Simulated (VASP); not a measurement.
# Fe (Im-3m) in VASP: single point with PBE

Aim: the single point of Fe with PBE.

Everything below comes from runs of VASP 6.6.1. Logs are shortened: lines on timing, memory, paths and dates and some standing lists are left out, and cuts for length are marked.

## 1. The cell of the first run

It takes space group Im-3m (No. 229, cubic). Conventional cell: a = 2.886 Å, b = 2.886 Å, c = 2.886 Å, α = 90.00°, β = 90.00°, γ = 90.00°. Fe (site symmetry m-3m) has 14 Fe at 2.50 to 2.89 Å within 3.3 Å.

## 2. Single point, PBE, collinear spin, ferromagnetic start

File INCAR:

```
  PREC = Accurate
  ENCUT = 520
  EDIFF = 1E-6
  ISMEAR = -1
  SIGMA = 0.05
  LREAL = F
  LASPH = T
  NELM = 150
  ALGO = Normal
  ISIF = 2
  LWAVE = F
  LCHARG = F
  ISPIN = 2
  MAGMOM = 3
  LORBIT = 11
  LMAXMIX = 4
  GGA = PE
  NBANDS = 14
```

File KPOINTS:

```
Automatic mesh
0
Gamma
  12 12 12
```

File POSCAR:

```
Fe
1.0
   -1.4430000000      1.4430000000      1.4430000000
    1.4430000000     -1.4430000000      1.4430000000
    1.4430000000      1.4430000000     -1.4430000000
Fe
1
Direct
    0.0000000000      0.0000000000      0.0000000000
```

Potentials or basis: VASP PAW PBE potentials, release 64 (Fe).

Run with:

```sh
$ cat potpaw_PBE.64/Fe/POTCAR > POTCAR
$ mpirun -np 1 vasp_std > vasp.out
```

OUTCAR:

```text
PREC = Accurate
   ENCUT = 520
   EDIFF = 1E-6
   ISMEAR = -1
   LREAL = F
   LASPH = T
   NELM = 150
   ISIF = 2
   ISPIN = 2
   LORBIT = 11
   GGA = PE

 ion  position               nearest neighbor table
   1  0.000  0.000  0.000-

  LATTYP: Found a body centered cubic cell.
 ALAT       =     2.8860000000

  Lattice vectors:

 A1 = (  -1.4430000000,   1.4430000000,   1.4430000000)
 A2 = (   1.4430000000,  -1.4430000000,   1.4430000000)
 A3 = (   1.4430000000,   1.4430000000,  -1.4430000000)

Analysis of symmetry for initial positions (statically):
=====================================================================
 Subroutine PRICEL returns:
 Original cell was already a primitive cell.

 Routine SETGRP: Setting up the symmetry group for a
 body centered cubic supercell.

 Subroutine GETGRP returns: Found 48 space group operations
 (whereof 48 operations were pure point group operations)
 out of a pool of 48 trial point group operations.

The static configuration has the point symmetry O_h .

Analysis of symmetry for dynamics (positions and initial velocities):
=====================================================================
 Subroutine PRICEL returns:
 Original cell was already a primitive cell.

 Routine SETGRP: Setting up the symmetry group for a
 body centered cubic supercell.

 Subroutine GETGRP returns: Found 48 space group operations
 (whereof 48 operations were pure point group operations)
 out of a pool of 48 trial point group operations.

The dynamic configuration has the point symmetry O_h .

Analysis of structural, dynamic, and magnetic symmetry:
=====================================================================
 Subroutine PRICEL returns:
 Original cell was already a primitive cell.

 Routine SETGRP: Setting up the symmetry group for a
 body centered cubic supercell.

 Subroutine GETGRP returns: Found 48 space group operations
 (whereof 48 operations were pure point group operations)
 out of a pool of 48 trial point group operations.

The overall configuration has the point symmetry O_h .

 Subroutine INISYM returns: Found 48 space group operations
 (whereof 48 operations are pure point group operations),
 and found     1 'primitive' translations

----------------------------------------------------------------------------------------

                                     Primitive cell

  volume of cell :      12.0187

  direct lattice vectors                    reciprocal lattice vectors
    -1.443000000  1.443000000  1.443000000     0.000000000  0.346500347  0.346500347
     1.443000000 -1.443000000  1.443000000     0.346500347  0.000000000  0.346500347
     1.443000000  1.443000000 -1.443000000     0.346500347  0.346500347  0.000000000

  length of vectors
     2.499349315  2.499349315  2.499349315     0.490025489  0.490025489  0.490025489

  position of ions in fractional coordinates (direct lattice)
     0.000000000  0.000000000  0.000000000

  ion indices of the primitive-cell ions
   primitive index   ion index
                 1           1

----------------------------------------------------------------------------------------

 KPOINTS: Automatic mesh

Automatic generation of k-mesh.
 Grid dimensions read from file:
 generate k-points for:   12   12   12

 Generating k-lattice:

  Cartesian coordinates                     Fractional coordinates (reciprocal lattice)
     0.000000000  0.028875029  0.028875029     0.083333333  0.000000000  0.000000000
     0.028875029  0.000000000  0.028875029     0.000000000  0.083333333  0.000000000
     0.028875029  0.028875029  0.000000000     0.000000000  0.000000000  0.083333333

  Length of vectors
     0.040835457  0.040835457  0.040835457

  Shift w.r.t. Gamma in fractional coordinates (k-lattice)
     0.000000000  0.000000000  0.000000000

 Subroutine IBZKPT returns following result:
 ===========================================

 Found     72 irreducible k-points:

 Following reciprocal coordinates:
            Coordinates               Weight
  0.000000  0.000000  0.000000      1.000000
  0.083333  0.000000  0.000000     12.000000
  0.166667  0.000000  0.000000     12.000000
  0.250000  0.000000  0.000000     12.000000
  0.333333  0.000000  0.000000     12.000000
  0.416667  0.000000  0.000000     12.000000
[... 16 lines left out ...]
  0.333333  0.083333  0.083333     24.000000
  0.416667  0.083333  0.083333     12.000000
 [... further k-points ...]
   k-points           NKPTS =     72   k-points in BZ     NKDIM =     72   number of bands    NBANDS=     14
   number of dos      NEDOS =    301   number of ions     NIONS =      1
   total plane-waves  NPLWV =   8000
   dimension x,y,z NGX =    20 NGY =   20 NGZ =   20
   dimension x,y,z NGXF=    40 NGYF=   40 NGZF=   40
   ions per type =               1
   NGX,Y,Z   is equivalent  to a cutoff of  13.30, 13.30, 13.30 a.u.
   NGXF,Y,Z  is equivalent  to a cutoff of  26.61, 26.61, 26.61 a.u.
 SYSTEM =  unknown system
   PREC   = accura    normal or accurate (medium, high low for compatibility)
   ISTART =      0    job   : 0-new  1-cont  2-samecut
   ICHARG =      2    charge: 1-file 2-atom 10-const
   ISPIN  =      2    spin polarized calculation?
   LNONCOLLINEAR =      F non collinear calculations
   LSORBIT =      F    spin-orbit coupling
   LASPH  =      T    aspherical Exc in radial PAW
   ENCUT  =  520.0 eV  38.22 Ry    6.18 a.u.   4.65  4.65  4.65*2*pi/ulx,y,z
   NELM   =    150;   NELMIN=  2; NELMDL= -5     # of ELM steps
   EDIFF  = 0.1E-05   stopping-criterion for ELM
   LREAL  =      F    real-space projection
   EDIFFG = 0.1E-04   stopping-criterion for IOM
   NSW    =      0    number of steps for IOM
   IBRION =     -1    ionic relax: 0-MD 1-quasi-New 2-CG
   NFREE  =      0    steps in history (QN), initial steepest desc. (CG)
   ISIF   =      2    stress and relaxation
   ISYM   =      2    0-nonsym 1-usesym 2-fastsym
   POTIM  = 0.5000    time-step for ionic-motion
   TEBEG  =    0.0;   TEEND  =   0.0 temperature during run
   PSTRESS=    0.0 pullay stress
   NELECT =       8.0000    total number of electrons
   NUPDOWN=      -1.0000    fix difference up-down
   EMIN   =  10.00;   EMAX   =-10.00  energy-range for DOS
   EFERMI =   0.00;   METHOD = LEGACY
   ISMEAR =    -1;   SIGMA  =   0.05  broadening in eV -4-tet -1-fermi 0-gaus
   EFERMI_NEDOS =   21; number of points for ismear=-14 and -15
   IALGO  =     38    algorithm
   IMIX   =      4    mixing-type and parameters
     AMIX     =   0.40;   BMIX     =  1.00
     AMIX_MAG =   1.60;   BMIX_MAG =  1.00
  volume/ion in A,a.u.               =      12.02        81.11
  Fermi-wavevector in a.u.,A,eV,Ry     =   1.429394  2.701162 27.798962  2.043166
  Thomas-Fermi vector in A             =   2.549352
   LORBIT       =     11    0 simple, 1 ext, 2 COOP (PROOUT), +10 PAW based schemes
   GGA     = PE    functional components
   LHFCALC =     F    Hartree Fock is set to
   AEXX    =    0.0000 exact exchange contribution
   IVDW    =     0    specifies the selected vdW correction
   LEPSILON=     F    determine dielectric tensor
   LRPA    =     F    only Hartree local field effects (RPA)
 spin polarized calculation
  energy-cutoff  :      520.00
  volume of cell :       12.02
 maximum number of plane-waves:       339
   NGX =  9   NGY =  9   NGZ =  9

 number of electron       7.9999995 magnetization       2.3198672

 Free energy of the ion-electron system (eV)
  ---------------------------------------------------
  ext. energy  EPLUGINS =         0.00000000
  ---------------------------------------------------
  free energy    TOTEN  =        -8.22922941 eV

  energy without entropy =       -8.22163918  energy(sigma->0) =       -8.22543430

 E-fermi :   5.2626     XC(G=0): -12.7962

 val. band max:        5.2587633401   @ k =   0.0833   0.0000   0.0000
 cond. band min:       5.2633341369   @ k =  -0.0833   0.0833   0.0833
 fundamental gap:      0.0045707969
 Fermi energy:         5.2625605731

 spin component 1

 k-point     1 :       0.0000    0.0000    0.0000
  band No.  band energies     occupation
      1      -2.8453      1.00000
      2       3.0447      1.00000
      3       3.0447      1.00000
      4       3.0447      1.00000
      5       4.1711      1.00000
      6       4.1711      1.00000
      7      29.7302      0.00000
      8      29.7302      0.00000
      9      29.7302      0.00000
     10      34.4666      0.00000
     11      34.4666      0.00000
     12      36.4527      0.00000
     13      36.4527      0.00000
     14      36.4647      0.00000
[... 375 lines left out ...]
 k-point    24 :       0.4167    0.0833    0.0833
  band No.  band energies     occupation
      1       0.9760      1.00000
      2       2.0152      1.00000
      3       3.9716      1.00000
      4       4.2670      1.00000
      5       4.3469      1.00000
      6       7.8417      0.00000
      7      12.2190      0.00000
      8      20.5560      0.00000
      9      21.6292      0.00000
     10      31.1436      0.00000
     11      35.0247      0.00000
     12      39.3508      0.00000
     13      42.9567      0.00000
     14      44.6376      0.00000

 [... further k-points ...]

 spin component 2

 k-point     1 :       0.0000    0.0000    0.0000
  band No.  band energies     occupation
      1      -2.6818      1.00000
      2       5.1029      0.96055
      3       5.1031      0.96046
      4       5.1031      0.96045
      5       7.0047      0.00000
      6       7.0048      0.00000
      7      29.4520      0.00000
      8      29.4520      0.00000
      9      29.4520      0.00000
     10      34.6300      0.00000
     11      34.6300      0.00000
     12      37.1435      0.00000
     13      37.1435      0.00000
     14      37.1435      0.00000
[... 375 lines left out ...]
 k-point    24 :       0.4167    0.0833    0.0833
  band No.  band energies     occupation
      1       2.3601      1.00000
      2       3.8105      1.00000
      3       5.0644      0.98136
      4       6.9584      0.00000
      5       7.2512      0.00000
      6       9.2125      0.00000
      7      13.5800      0.00000
      8      20.9434      0.00000
      9      22.2716      0.00000
     10      31.3229      0.00000
     11      35.6331      0.00000
     12      39.3763      0.00000
     13      42.9889      0.00000
     14      45.4707      0.00000

 [... further k-points ...]
[... 5 lines left out ...]
  --------------------------------------------------------------------------------------
  -------------------------------------------------------------------------------------
  Total       -0.6553221     -0.6553221     -0.6553221      0.0000000      0.0000000     -0.0000000
  in kB      -87.3587530    -87.3587530    -87.3587530      0.0000000      0.0000000     -0.0000000
  external PRESSURE =     -87.3587530 kB  Pullay stress =       0.0000000 kB

 VOLUME and BASIS-vectors are now :
 -----------------------------------------------------------------------------
  energy-cutoff  :      520.00
  volume of cell :       12.02
      direct lattice vectors                 reciprocal lattice vectors
    -1.443000000  1.443000000  1.443000000     0.000000000  0.346500347  0.346500347
     1.443000000 -1.443000000  1.443000000     0.346500347  0.000000000  0.346500347
     1.443000000  1.443000000 -1.443000000     0.346500347  0.346500347  0.000000000

 POSITION                                       TOTAL-FORCE (eV/Angst)
 -----------------------------------------------------------------------------------
      0.00000      0.00000      0.00000         0.000000      0.000000      0.000000
 -----------------------------------------------------------------------------------
    total drift:                                0.000000     -0.000000      0.000000

  FREE ENERGIE OF THE ION-ELECTRON SYSTEM (eV)
  ---------------------------------------------------
  free  energy   TOTEN  =        -8.2292294125 eV

  energy  without entropy=       -8.2216391840  energy(sigma->0) =       -8.22543430

 total charge

# of ion       s       p       d       tot
------------------------------------------
    1        0.463   0.490   6.206   7.159

 magnetization (x)

# of ion       s       p       d       tot
------------------------------------------
    1       -0.015  -0.053   2.394   2.327
```

It took 20 s on 1 thread of AMD EPYC 7R13 (Zen 3), shared host; peak memory 0.11 GiB.

What came out:

* Free energy: -8.2292 eV
* Pressure: -8.7 GPa
* Net moment: 2.32 μB per cell
* Site moments: Fe +2.33 μB
* Valence electrons inside the program's atomic spheres: Fe 7.16
